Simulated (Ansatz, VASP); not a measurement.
## One calculation of La, two programs

```
CELL_PARAMETERS angstrom
0.00000 3.38751 3.38751
3.38751 0.00000 3.38751
3.38751 3.38751 0.00000
ATOMIC_POSITIONS crystal
La 0.12500 0.12500 0.12500
La 0.87500 0.87500 0.87500
```

Alike in both runs: task single point; functional PBE; k mesh 13 × 13 × 13; occupations fermi-dirac, width 0.1 eV; no spin polarisation.

|  | VASP | Ansatz |
| --- | --- | --- |
| version | VASP 6.6.1 | Ansatz 0.2.0 |
| potentials or method | VASP PAW PBE potentials, release 64 (La), cutoff 520 eV | plane waves (420 eV) with PAW, scalar-relativistic |
| valence electrons in the cell | 22 | 22 |

|  | VASP | Ansatz | Ansatz less VASP |
| --- | --- | --- | --- |
| pressure (GPa) | -1.5 | -1.4 | +0.03 |

With one functional, cell and mesh, what is left measures potentials, basis and numerics.

Spin-orbit coupling is off throughout.
